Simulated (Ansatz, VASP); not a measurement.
Two plane-wave programs on Fe

```xyz
1
Lattice="-1.3563 1.3563 1.3563 1.3563 -1.3563 1.3563 1.3563 1.3563 -1.3563" Properties=species:S:1:pos:R:3 pbc="T T T"
Fe    0.0000    0.0000    0.0000
```

Alike in both runs: task single point; functional LDA; k mesh 22 × 22 × 22; occupations gaussian, width 0.05 eV; collinear spin.

|  | VASP | Ansatz |
| --- | --- | --- |
| version | VASP 6.6.1 | Ansatz 0.2.0 |
| potentials or method | VASP PAW LDA potentials, release 64 (Fe), cutoff 520 eV | scalar-relativistic, plane waves, PAW |
| valence electrons in the cell | 8 | 16 |

VASP gave:

| Item | Value |
| --- | --- |
| gap on the k mesh at the Fermi level (eV) | none |
| pressure (GPa) | 10.3 |
| net moment per atom (μB) | 1.87 |
| size of the moment on the site where the two differ most (μB) | 1.84 |

**Question.** What did Ansatz give for the same quantities?

**Answer.** gap on the k mesh at the Fermi level (eV): none; pressure (GPa): 11.4; net moment per atom (μB): 1.91; size of the moment on the site where the two differ most (μB): 1.91.

LDA's correlation is that of Perdew and Zunger in VASP and of Perdew and Wang (1992) in Ansatz. Site moments also hang on the region over which each program counts them. A gap of «none» marks a metal or a gap that the smearing closes. VASP's potentials hold 8 valence electrons a cell and Ansatz's 16, so a difference there can come from the potentials and not from the codes.
